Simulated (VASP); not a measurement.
# Ti4O in VASP: relaxation of the atoms with PBE

Aim: the relaxation of the atoms of Ti4O with PBE.

Program: VASP 6.6.1. These are calculated values, not measurements. Logs are shortened: lines on timing, memory, paths and dates and some standing lists are left out, and cuts for length are marked.

### 1 The cell of the first run

The cell holds a slab with vacuum, 5 atoms: a = 2.908 Å, b = 4.112 Å, c = 19.654 Å, α = 90.00°, β = 90.00°, γ = 90.00°.

### 2 Relaxation of the atoms, PBE

The input, INCAR:

```
SYSTEM = Ti4O
ALGO = Normal
DIPOL = 0.5 0.5 0.334
EDIFF = 1E-6
EDIFFG = -0.025
ENCUT = 520
GGA = PE
IBRION = 2
IDIPOL = 3
ISIF = 2
ISMEAR = 0
LASPH = .True.
LCHARG = .False.
LDIPOL = .True.
LREAL = .False.
LWAVE = .False.
NELM = 100
NSW = 36
PREC = Accurate
SIGMA = 0.1
```

The input, KPOINTS:

```
k-points
0
Gamma
  9 7 1
  0 0 0
```

The input, POSCAR:

```
Ti4O
1.0
    2.9075446938      0.0000000000      0.0000000000
    0.0000000000      4.1118891392      0.0000000000
    0.0000000000      0.0000000000     19.6535692687
Ti O
4 1
Selective dynamics
Direct
    0.5000000000      0.5000000000      0.2035253722  F F F
    0.0000000000      0.0000000000      0.2774952616  F F F
    0.5000000000      0.5000000000      0.3439484703  F F F
    0.0000000000      0.0000000000      0.4148645550  F F F
    0.1666666667      0.5000000000      0.4311465848  F F T
```

Potentials or basis: VASP PAW PBE potentials, release 64 (Ti_sv, O).

On the command line:

```bash
$ cat potpaw_PBE.64/Ti_sv/POTCAR potpaw_PBE.64/O/POTCAR > POTCAR
$ mpirun -np 1 vasp_std > vasp.out
```

OUTCAR:

```text
SYSTEM = Ti4O
   EDIFF = 1E-6
   EDIFFG = -0.025
   ENCUT = 520
   GGA = PE
   IBRION = 2
   ISIF = 2
   ISMEAR = 0
   LASPH = .True.
   LREAL = .False.
   NELM = 100
   NSW = 36
   PREC = Accurate

 ion  position               nearest neighbor table
   1  0.500  0.500  0.204-   3 2.76   2 2.91   2 2.91   2 2.91   2 2.91
   2  0.000  0.000  0.277-   4 2.70   3 2.84   3 2.84   3 2.84   3 2.84   1 2.91   1 2.91   1 2.91
                             1 2.91
   3  0.500  0.500  0.344-   5 1.97   1 2.76   2 2.84   2 2.84   2 2.84   2 2.84   4 2.88   4 2.88
                             4 2.88   4 2.88
   4  0.000  0.000  0.415-   5 2.14   5 2.14   2 2.70   3 2.88   3 2.88   3 2.88   3 2.88
   5  0.167  0.500  0.431-   3 1.97   4 2.14   4 2.14

  LATTYP: Found a simple orthorhombic cell.
 ALAT       =     2.9075446938
 B/A-ratio  =     1.4142135624
 C/A-ratio  =     6.7595071920

  Lattice vectors:

 A1 = (   2.9075446938,   0.0000000000,   0.0000000000)
 A2 = (   0.0000000000,   4.1118891392,   0.0000000000)
 A3 = (   0.0000000000,   0.0000000000,  19.6535692687)

Analysis of symmetry for initial positions (statically):
=====================================================================
 Subroutine PRICEL returns:
 Original cell was already a primitive cell.

 Routine SETGRP: Setting up the symmetry group for a
 simple orthorhombic supercell.

 Subroutine GETGRP returns: Found  2 space group operations
 (whereof  2 operations were pure point group operations)
 out of a pool of  8 trial point group operations.

The static configuration has the point symmetry C_1h.

Analysis of symmetry for dynamics (positions and initial velocities):
=====================================================================
 Subroutine PRICEL returns:
 Original cell was already a primitive cell.

 Routine SETGRP: Setting up the symmetry group for a
 simple orthorhombic supercell.

 Subroutine GETGRP returns: Found  2 space group operations
 (whereof  2 operations were pure point group operations)
 out of a pool of  8 trial point group operations.

The dynamic configuration has the point symmetry C_1h.

Analysis of constrained symmetry for selective dynamics:
=====================================================================
 Subroutine PRICEL returns:
 Original cell was already a primitive cell.

 Routine SETGRP: Setting up the symmetry group for a
 simple orthorhombic supercell.

 Subroutine GETGRP returns: Found  2 space group operations
 (whereof  2 operations were pure point group operations)
 out of a pool of  8 trial point group operations.

The constrained configuration has the point symmetry C_1h.

 Subroutine INISYM returns: Found  2 space group operations
 (whereof  2 operations are pure point group operations),
 and found     1 'primitive' translations

----------------------------------------------------------------------------------------

                                     Primitive cell

  volume of cell :     234.9683

  direct lattice vectors                    reciprocal lattice vectors
     2.907544694  0.000000000  0.000000000     0.343932804  0.000000000  0.000000000
     0.000000000  4.111889139  0.000000000     0.000000000  0.243197218  0.000000000
     0.000000000  0.000000000 19.653569269     0.000000000  0.000000000  0.050881343

  length of vectors
     2.907544694  4.111889139 19.653569269     0.343932804  0.243197218  0.050881343

  position of ions in fractional coordinates (direct lattice)
     0.500000000  0.500000000  0.203525372
     0.000000000  0.000000000  0.277495262
     0.500000000  0.500000000  0.343948470
     0.000000000  0.000000000  0.414864555
     0.166666667  0.500000000  0.431146585

  ion indices of the primitive-cell ions
   primitive index   ion index
                 1           1
                 2           2
                 3           3
                 4           4
                 5           5

----------------------------------------------------------------------------------------

 KPOINTS: k-points

Automatic generation of k-mesh.
 Grid dimensions read from file:
 generate k-points for:    9    7    1

 Generating k-lattice:

  Cartesian coordinates                     Fractional coordinates (reciprocal lattice)
     0.038214756  0.000000000  0.000000000     0.111111111  0.000000000  0.000000000
     0.000000000  0.034742460  0.000000000     0.000000000  0.142857143  0.000000000
     0.000000000  0.000000000  0.050881343     0.000000000  0.000000000  1.000000000

  Length of vectors
     0.038214756  0.034742460  0.050881343

  Shift w.r.t. Gamma in fractional coordinates (k-lattice)
     0.000000000  0.000000000  0.000000000

 Subroutine IBZKPT returns following result:
 ===========================================

 Found     20 irreducible k-points:

 Following reciprocal coordinates:
            Coordinates               Weight
  0.000000  0.000000  0.000000      1.000000
  0.111111  0.000000  0.000000      2.000000
  0.222222  0.000000  0.000000      2.000000
  0.333333  0.000000  0.000000      2.000000
  0.444444  0.000000  0.000000      2.000000
  0.000000  0.142857  0.000000      2.000000
[... 12 lines left out ...]
  0.333333  0.428571  0.000000      4.000000
  0.444444  0.428571  0.000000      4.000000
   k-points           NKPTS =     20   k-points in BZ     NKDIM =     20   number of bands    NBANDS=     32
   number of dos      NEDOS =    301   number of ions     NIONS =      5
   total plane-waves  NPLWV = 115200
   dimension x,y,z NGX =    24 NGY =   32 NGZ =  150
   dimension x,y,z NGXF=    48 NGYF=   64 NGZF=  300
   ions per type =               4   1
   NGX,Y,Z   is equivalent  to a cutoff of  13.72, 12.94, 12.69 a.u.
   NGXF,Y,Z  is equivalent  to a cutoff of  27.45, 25.88, 25.38 a.u.
 SYSTEM =  Ti4O
   PREC   = accura    normal or accurate (medium, high low for compatibility)
   ISTART =      0    job   : 0-new  1-cont  2-samecut
   ICHARG =      2    charge: 1-file 2-atom 10-const
   ISPIN  =      1    spin polarized calculation?
   LNONCOLLINEAR =      F non collinear calculations
   LSORBIT =      F    spin-orbit coupling
   LASPH  =      T    aspherical Exc in radial PAW
   ENCUT  =  520.0 eV  38.22 Ry    6.18 a.u.   5.41  7.65 36.54*2*pi/ulx,y,z
   NELM   =    100;   NELMIN=  2; NELMDL= -5     # of ELM steps
   EDIFF  = 0.1E-05   stopping-criterion for ELM
   LREAL  =      F    real-space projection
   EDIFFG = -.3E-01   stopping-criterion for IOM
   NSW    =     36    number of steps for IOM
   IBRION =      2    ionic relax: 0-MD 1-quasi-New 2-CG
   NFREE  =      1    steps in history (QN), initial steepest desc. (CG)
   ISIF   =      2    stress and relaxation
   ISYM   =      2    0-nonsym 1-usesym 2-fastsym
   POTIM  = 0.5000    time-step for ionic-motion
   TEBEG  =    0.0;   TEEND  =   0.0 temperature during run
   PSTRESS=    0.0 pullay stress
   NELECT =      54.0000    total number of electrons
   NUPDOWN=      -1.0000    fix difference up-down
   EMIN   =  10.00;   EMAX   =-10.00  energy-range for DOS
   EFERMI =   0.00;   METHOD = LEGACY
   ISMEAR =     0;   SIGMA  =   0.10  broadening in eV -4-tet -1-fermi 0-gaus
   EFERMI_NEDOS =   21; number of points for ismear=-14 and -15
   IALGO  =     38    algorithm
   IMIX   =      4    mixing-type and parameters
     AMIX     =   0.40;   BMIX     =  1.00
     AMIX_MAG =   1.60;   BMIX_MAG =  1.00
  volume/ion in A,a.u.               =      46.99       317.13
  Fermi-wavevector in a.u.,A,eV,Ry     =   1.002774  1.894968 13.681412  1.005555
  Thomas-Fermi vector in A             =   2.135283
   LORBIT       =      0    0 simple, 1 ext, 2 COOP (PROOUT), +10 PAW based schemes
   GGA     = PE    functional components
   LHFCALC =     F    Hartree Fock is set to
   AEXX    =    0.0000 exact exchange contribution
   IVDW    =     0    specifies the selected vdW correction
   LEPSILON=     F    determine dielectric tensor
   LRPA    =     F    only Hartree local field effects (RPA)
 conjugate gradient relaxation of ions
 non-spin polarized calculation
 Gauss-broadening in eV      SIGMA  =   0.10
  energy-cutoff  :      520.00
  volume of cell :      234.97
 maximum number of plane-waves:      6369
 NGX is ok and might be reduce to    24
   NGX = 11   NGY = 15   NGZ = 73

 dipolmoment           0.000000      0.000000      0.003173 electrons x Angstroem

--------------------------------------- Ionic step        1  -------------------------------------------

 number of electron      54.0000017 magnetization

 Free energy of the ion-electron system (eV)
  ---------------------------------------------------
  ext. energy  EPLUGINS =         0.00000000
  ---------------------------------------------------
  free energy    TOTEN  =       -38.04771327 eV

  energy without entropy =      -38.01372251  energy(sigma->0) =      -38.03071789

------------------------ aborting loop because EDIFF is reached ----------------------------------------

 vacuum level on the upper side and lower side of the slab       (xc-potential included)        -0.321        -0.040

  FORCE on cell =-STRESS in cart. coord.  units (eV):
  Direction    XX          YY          ZZ          XY          YZ          ZX
  --------------------------------------------------------------------------------------
  -------------------------------------------------------------------------------------
  Total        0.2089357     -6.1735834     -0.0503677      0.0000000      0.0000000     -1.0051976
  in kB        1.4246693    -42.0957906     -0.3434424      0.0000000      0.0000000     -6.8541371
  external PRESSURE =     -13.6715212 kB  Pullay stress =       0.0000000 kB

 VOLUME and BASIS-vectors are now :
 -----------------------------------------------------------------------------
  energy-cutoff  :      520.00
  volume of cell :      234.97
      direct lattice vectors                 reciprocal lattice vectors
     2.907544694  0.000000000  0.000000000     0.343932804  0.000000000  0.000000000
     0.000000000  4.111889139  0.000000000     0.000000000  0.243197218  0.000000000
     0.000000000  0.000000000 19.653569269     0.000000000  0.000000000  0.050881343
[... 54 lines left out ...]
  energy  without entropy=      -38.0232291278  energy(sigma->0) =      -38.04032311

--------------------------------------- Ionic step        3  -------------------------------------------

 number of electron      54.0000017 magnetization

 dipolmoment           0.000000      0.000000     -0.028219 electrons x Angstroem

 Free energy of the ion-electron system (eV)
  ---------------------------------------------------
  ext. energy  EPLUGINS =         0.00000000
  ---------------------------------------------------
  free energy    TOTEN  =       -38.06073824 eV

  energy without entropy =      -38.02632797  energy(sigma->0) =      -38.04353310

 E-fermi :   0.6052     XC(G=0):  -4.6008

 val. band max:        0.6023861313   @ k =   0.3333   0.1429   0.0000
 cond. band min:       0.6197347204   @ k =   0.2222   0.2857   0.0000
 fundamental gap:      0.0173485891
 Fermi energy:         0.6052110787

 k-point     1 :       0.0000    0.0000    0.0000
  band No.  band energies     occupation
      1     -56.5863      2.00000
      2     -56.4056      2.00000
      3     -56.2110      2.00000
      4     -55.8870      2.00000
      5     -33.0104      2.00000
      6     -32.8690      2.00000
[... 689 lines left out ...]
     31       1.7369      0.00000
     32       1.8184      0.00000

------------------------ aborting loop because EDIFF is reached ----------------------------------------

 vacuum level on the upper side and lower side of the slab       (xc-potential included)        -0.219         0.197

  FORCE on cell =-STRESS in cart. coord.  units (eV):
  Direction    XX          YY          ZZ          XY          YZ          ZX
  --------------------------------------------------------------------------------------
  -------------------------------------------------------------------------------------
  Total        0.4109398     -5.6210204      0.6786668      0.0000000      0.0000000     -1.3217984
  in kB        2.8020737    -38.3280311      4.6276226      0.0000000      0.0000000     -9.0129418
  external PRESSURE =     -10.2994449 kB  Pullay stress =       0.0000000 kB

 VOLUME and BASIS-vectors are now :
 -----------------------------------------------------------------------------
  energy-cutoff  :      520.00
  volume of cell :      234.97
      direct lattice vectors                 reciprocal lattice vectors
     2.907544694  0.000000000  0.000000000     0.343932804  0.000000000  0.000000000
     0.000000000  4.111889139  0.000000000     0.000000000  0.243197218  0.000000000
     0.000000000  0.000000000 19.653569269     0.000000000  0.000000000  0.050881343
[... 11 lines left out ...]
  FREE ENERGIE OF THE ION-ELECTRON SYSTEM (eV)
  ---------------------------------------------------
  free  energy   TOTEN  =       -38.0607382411 eV

  energy  without entropy=      -38.0263279657  energy(sigma->0) =      -38.04353310

 reached required accuracy - stopping structural energy minimisation

 vacuum level on the upper side and lower side of the slab         3.523         3.949
```

Run time: 6.6 min. Hardware: 1 thread of Intel Xeon Platinum 8488C (Sapphire Rapids), shared host; peak memory 0.4 GiB.

Results:

* Free energy: -38.0607 eV
* Energy gained by relaxing: 2.6 meV/atom
* Ionic steps: 3
* Band gap on the k mesh: zero (bands 27 and 28 overlap by 0.06 eV)

Step by step:
```csv
step,energy change (eV),largest force on free atoms (eV/Å),pressure (GPa)
1,0.0000,0.5144,-1.37
2,-0.0097,0.2655,-1.20
3,-0.0130,0.0046,-1.03
```

Final structure:
```
Ti O
1.0
     2.90754    0.00000    0.00000
     0.00000    4.11189    0.00000
     0.00000    0.00000   19.65357
Ti O
4 1
Direct
  0.50000 0.50000 0.20353
  0.00000 0.00000 0.27750
  0.50000 0.50000 0.34395
  0.00000 0.00000 0.41486
  0.16667 0.50000 0.42861
```
